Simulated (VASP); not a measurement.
# ZnO in VASP: notebook, part 2 of 2

VASP 6.6.1. Earlier steps stand in the parts before.

### Step 3. Single point, PBE, collinear spin, ferromagnetic start

INCAR reads:

```
SYSTEM = ZnO
PREC = Accurate ; ENCUT = 520
EDIFF = 1E-6 ; ISMEAR = 0
SIGMA = 0.1 ; LREAL = .False.
LASPH = .True. ; NELM = 150
ALGO = Normal ; ISIF = 2
LWAVE = .False. ; LCHARG = .False.
ISPIN = 2 ; MAGMOM = 0 1
LORBIT = 11 ; GGA = PE
NBANDS = 20
```

KPOINTS reads:

```
Automatic mesh
0
Gamma
  6 6 4
  0 0 0
```

POSCAR reads:

```
ZnO
1.0
    2.8480529418      0.0000000000      0.0000000000
    0.0000000000      2.8480529418      0.0000000000
    0.0000000000      0.0000000000      4.1862706190
Zn O
1 1
Direct
    0.0000000000      0.0000000000      0.5000000000
    0.5000000000      0.5000000000      0.5000000000
```

Potentials or basis: VASP PAW PBE potentials, release 64 (Zn, O).

The run is started by

```sh
$ cat potpaw_PBE.64/Zn/POTCAR potpaw_PBE.64/O/POTCAR > POTCAR
$ mpirun -np 1 vasp_std > vasp.out
```

Wall time 69 s (1 thread of AMD EPYC 7R13, shared host); peak memory 0.15 GiB.

It converged, with:

```yaml
Free_energy: -8.1684 eV
Pressure: 0.8 GPa
Band_gap_on_the_k_mesh: 0.04 eV (least direct gap 2.60 eV)
Net_moment: 0.00 μB per cell
Valence_electrons_inside_the_program's_atomic_spheres: Zn 10.74; O 4.99
```

Stress tensor (GPa, compression positive):
```
1.07 0.00 0.00
0.00 1.07 0.00
0.00 0.00 0.17
```

Levels at points of the mesh, in eV from the valence-band top:
Spin up:
| k point | band 5 | band 6 | band 7 | band 8 | band 9 | band 10 | band 11 | band 12 | band 13 | band 14 |
| --- | --- | --- | --- | --- | --- | --- | --- | --- | --- | --- |
| (0.00, 0.00, 0.00) | -5.67 | -5.44 | -3.28 | -2.56 | -2.56 | 0.04 | 7.81 | 7.83 | 13.96 | 17.08 |
| (0.50, 0.00, 0.00) | -5.71 | -5.64 | -4.39 | -1.51 | 0.00 | 5.57 | 5.75 | 6.53 | 11.67 | 13.62 |
| (0.50, 0.50, 0.00) | -5.26 | -5.26 | -5.13 | -4.68 | -1.67 | 3.00 | 10.22 | 10.31 | 10.31 | 12.34 |
| (0.00, 0.00, 0.50) | -5.68 | -5.44 | -4.09 | -2.55 | -2.55 | 1.76 | 3.77 | 14.53 | 15.24 | 16.24 |
| (0.50, 0.00, 0.50) | -5.64 | -5.62 | -4.27 | -1.75 | 0.00 | 3.35 | 7.66 | 7.82 | 8.96 | 15.04 |
| (0.50, 0.50, 0.50) | -5.21 | -5.21 | -5.13 | -4.68 | -1.84 | 3.79 | 7.13 | 9.97 | 9.97 | 12.71 |
Spin down:
```
           k point  band 7  band 8  band 9  band 10  band 11  band 12
(0.00, 0.00, 0.00)   -3.28   -2.56   -2.56     0.04     7.81     7.83
(0.50, 0.00, 0.00)   -4.39   -1.51    0.00     5.57     5.75     6.53
(0.50, 0.50, 0.00)   -5.13   -4.68   -1.67     3.00    10.22    10.31
(0.00, 0.00, 0.50)   -4.09   -2.55   -2.55     1.76     3.77    14.53
(0.50, 0.00, 0.50)   -4.27   -1.75    0.00     3.35     7.66     7.82
(0.50, 0.50, 0.50)   -5.13   -4.68   -1.84     3.79     7.13     9.97
```

Caveat: the smearing spreads over this small gap; semilocal functionals underestimate gaps, and a narrow one can read as zero. A k mesh can miss the band edges.

### Step 4. Single point, PBE

This run uses another cell than the first one, of 19.28 Å³/atom.

INCAR reads:

```
SYSTEM = ZnO
ALGO = Normal
EDIFF = 1E-6
ENCUT = 520
GGA = PE
ISIF = 2
ISMEAR = 0
LASPH = .True.
LCHARG = .False.
LREAL = .False.
LWAVE = .False.
NBANDS = 16
NELM = 80
PREC = Accurate
SIGMA = 0.01
```

KPOINTS reads:

```
k-points
0
Gamma
  12 12 8
  0 0 0
```

POSCAR reads:

```
ZnO
1.0
    2.8484938204      0.0000000000      0.0000000000
    0.0000000000      2.8484938204      0.0000000000
    0.0000000000      0.0000000000      4.7514058318
Zn O
1 1
Direct
    0.0000000000      0.0000000000      0.5000000000
    0.5000000000      0.5000000000      0.5000000000
```

The run is started by

```sh
$ cat potpaw_PBE.64/Zn/POTCAR potpaw_PBE.64/O/POTCAR > POTCAR
$ mpirun -np 1 vasp_std > vasp.out
```

It took 2.4 min on 1 thread of AMD EPYC 7R13, shared host; peak memory 0.18 GiB.

Results (log left out):

```yaml
Free_energy: -8.1762 eV
Pressure: 0.6 GPa
Band_gap_on_the_k_mesh: 0.21 eV (least direct gap 2.77 eV)
```

Stress tensor (GPa, compression positive):
```
 0.98  0.00  0.00
 0.00  0.98  0.00
 0.00  0.00 -0.03
```

Levels at points of the mesh, in eV from the valence-band top:
```csv
k point,band 6,band 7,band 8,band 9,band 10,band 11,band 12,band 13
"(0.00, 0.00, 0.00)",-5.43,-3.50,-2.56,-2.56,0.21,6.63,6.67,14.09
"(0.50, 0.00, 0.00)",-5.63,-4.35,-1.59,0.00,5.61,5.69,5.85,10.92
"(0.50, 0.50, 0.00)",-5.24,-5.12,-4.67,-1.74,3.21,9.32,10.44,10.44
"(0.00, 0.00, 0.50)",-5.43,-3.90,-2.55,-2.55,1.35,3.51,12.73,13.11
"(0.50, 0.00, 0.50)",-5.63,-4.30,-1.69,0.00,3.73,7.18,7.40,8.44
"(0.50, 0.50, 0.50)",-5.23,-5.12,-4.67,-1.80,3.56,7.57,10.16,10.16
```

Caveat: semilocal functionals underestimate gaps, and a narrow one can read as zero. A k mesh can miss the band edges.

### Step 5. Relaxation of cell and atoms, PBE

This run uses another cell than the first one, of 19.28 Å³/atom.

INCAR reads:

```
SYSTEM = ZnO
ALGO = Normal
EDIFF = 1E-6
EDIFFG = -0.01
ENCUT = 600
GGA = PE
IBRION = 2
ISIF = 3
ISMEAR = 0
LASPH = .TRUE.
LCHARG = .FALSE.
LREAL = .FALSE.
LWAVE = .FALSE.
NELM = 100
NSW = 100
PREC = Accurate
SIGMA = 0.01
```

KPOINTS reads:

```
k-points
0
G
  12 12 8
  0 0 0
```

POSCAR is that of step 4.

The run is started by

```sh
$ cat potpaw_PBE.64/Zn/POTCAR potpaw_PBE.64/O/POTCAR > POTCAR
$ mpirun -np 1 vasp_std > vasp.out
```

Wall time 3.8 min (1 thread of AMD EPYC 7R13, shared host); peak memory 0.2 GiB.

The run converged. Its results:

| Quantity | Value |
| --- | --- |
| Free energy | -8.1787 eV |
| Relaxed volume | 19.36 Å³/atom |
| Relaxed cell | a = 2.855 Å, b = 2.855 Å, c = 4.749 Å, α = 90.00°, β = 90.00°, γ = 90.00° |
| Space group after relaxing (to 0.1 Å) | P4/mmm (No. 123) |
| Energy gained by relaxing | 0.2 meV/atom |
| Ionic steps | 3 |
| Pressure after relaxing | 0.0 GPa |
| Band gap on the k mesh | 0.21 eV (least direct gap 2.73 eV) |

Stress tensor (GPa, compression positive):
```
 0.07  0.00  0.00
 0.00  0.07  0.00
 0.00  0.00 -0.04
```

The path:
```tsv
step	energy change (eV)	largest force (eV/Å)	pressure (GPa)	volume (Å³)
1	0.0000	0.0000	0.52	38.55
2	0.0001	0.0000	-0.62	38.90
3	-0.0005	0.0000	0.03	38.72
```

Final structure:
```
Zn O
1.0
     2.85519    0.00000    0.00000
     0.00000    2.85519    0.00000
     0.00000    0.00000    4.74942
Zn O
1 1
Direct
  0.00000 0.00000 0.50000
  0.50000 0.50000 0.50000
```

Levels at points of the mesh, in eV from the valence-band top:
| k point | band 5 | band 6 | band 7 | band 8 | band 9 | band 10 | band 11 | band 12 | band 13 |
| --- | --- | --- | --- | --- | --- | --- | --- | --- | --- |
| (0.00, 0.00, 0.00) | -5.65 | -5.41 | -3.44 | -2.52 | -2.52 | 0.21 | 6.64 | 6.69 | 14.07 |
| (0.50, 0.00, 0.00) | -5.65 | -5.62 | -4.33 | -1.56 | 0.00 | 5.64 | 5.68 | 5.85 | 10.92 |
| (0.50, 0.50, 0.00) | -5.19 | -5.19 | -5.11 | -4.67 | -1.70 | 3.19 | 9.31 | 10.42 | 10.42 |
| (0.00, 0.00, 0.50) | -5.65 | -5.41 | -3.85 | -2.52 | -2.52 | 1.34 | 3.53 | 12.75 | 13.14 |
| (0.50, 0.00, 0.50) | -5.62 | -5.62 | -4.28 | -1.67 | 0.00 | 3.75 | 7.16 | 7.39 | 8.46 |
| (0.50, 0.50, 0.50) | -5.17 | -5.17 | -5.11 | -4.67 | -1.76 | 3.54 | 7.56 | 10.16 | 10.16 |

Caveat: semilocal functionals underestimate gaps, and a narrow one can read as zero. A k mesh can miss the band edges.

### Step 6. Single point, PBE

This run uses another cell than the first one, of 19.28 Å³/atom.

INCAR reads:

```
PREC = Accurate
ENCUT = 520
EDIFF = 1E-6
ISMEAR = 0
SIGMA = 0.1
LREAL = False
LASPH = True
NELM = 60
ALGO = Normal
ISIF = 2
LWAVE = False
LCHARG = False
GGA = PE
NBANDS = 16
```

KPOINTS reads:

```
regular mesh
0
Gamma
  20 20 14
```

POSCAR is that of step 5.

Potentials or basis: VASP PAW PBE potentials, release 64 (Zn, O).

The run is started by

```sh
$ cat potpaw_PBE.64/Zn/POTCAR potpaw_PBE.64/O/POTCAR > POTCAR
$ mpirun -np 1 vasp_std > vasp.out
```

It took 8.1 min on 1 thread of AMD EPYC 7R13, shared host; peak memory 0.38 GiB.

The run converged. Its results:

| Item | Value |
| --- | --- |
| Free energy | -8.1763 eV |
| Pressure | 0.6 GPa |
| Band gap on the k mesh | 0.21 eV (least direct gap 2.77 eV) |

Stress tensor (GPa, compression positive):
```
 0.98  0.00  0.00
 0.00  0.98  0.00
 0.00  0.00 -0.03
```

Levels at points of the mesh, in eV from the valence-band top:
```csv
k point,band 7,band 8,band 9,band 10,band 11,band 12
"(0.00, 0.00, 0.00)",-3.50,-2.56,-2.56,0.21,6.63,6.67
"(0.50, 0.00, 0.00)",-4.35,-1.59,0.00,5.61,5.69,5.85
"(0.50, 0.50, 0.00)",-5.12,-4.67,-1.74,3.21,9.32,10.44
"(0.00, 0.00, 0.50)",-3.90,-2.55,-2.55,1.35,3.51,12.73
"(0.50, 0.00, 0.50)",-4.30,-1.69,0.00,3.73,7.18,7.40
"(0.50, 0.50, 0.50)",-5.12,-4.67,-1.80,3.56,7.57,10.16
```

Caveat: semilocal functionals underestimate gaps, and a narrow one can read as zero. A k mesh can miss the band edges.

### Step 7. Summary

| task | spin | cell | k mesh | cutoff (eV) | smearing | gap on the mesh (eV) | pressure (GPa) |
| --- | --- | --- | --- | --- | --- | --- | --- |
| single point | off | a = 2.848, b = 2.848, c = 4.186 Å, 2 atoms | 6 × 6 × 6 | 520 | gaussian 0.1 eV | 0.03 | 0.8 |
| single point | collinear, ferromagnetic start | a = 2.848, b = 2.848, c = 4.186 Å, 2 atoms | 6 × 6 × 4 | 520 | gaussian 0.1 eV | 0.04 | 0.8 |
| single point | off | a = 2.848, b = 2.848, c = 4.751 Å, 2 atoms | 12 × 12 × 8 | 520 | gaussian 0.01 eV | 0.21 | 0.6 |
| relaxation of cell and atoms | off | relaxed from a = 2.848, b = 2.848, c = 4.751 Å, 2 atoms | 12 × 12 × 8 | 600 | gaussian 0.01 eV | 0.21 | 0.0 |
| single point | off | a = 2.848, b = 2.848, c = 4.751 Å, 2 atoms | 20 × 20 × 14 | 520 | gaussian 0.1 eV | 0.21 | 0.6 |

Alike in all rows: level PBE; potentials or basis VASP PAW PBE potentials, release 64 (Zn, O).

Caveats: semilocal functionals underestimate gaps, and a narrow one can read as zero; the smearing spreads over this small gap (at least some runs).

Absolute energies hang on the potentials; compare differences alone.
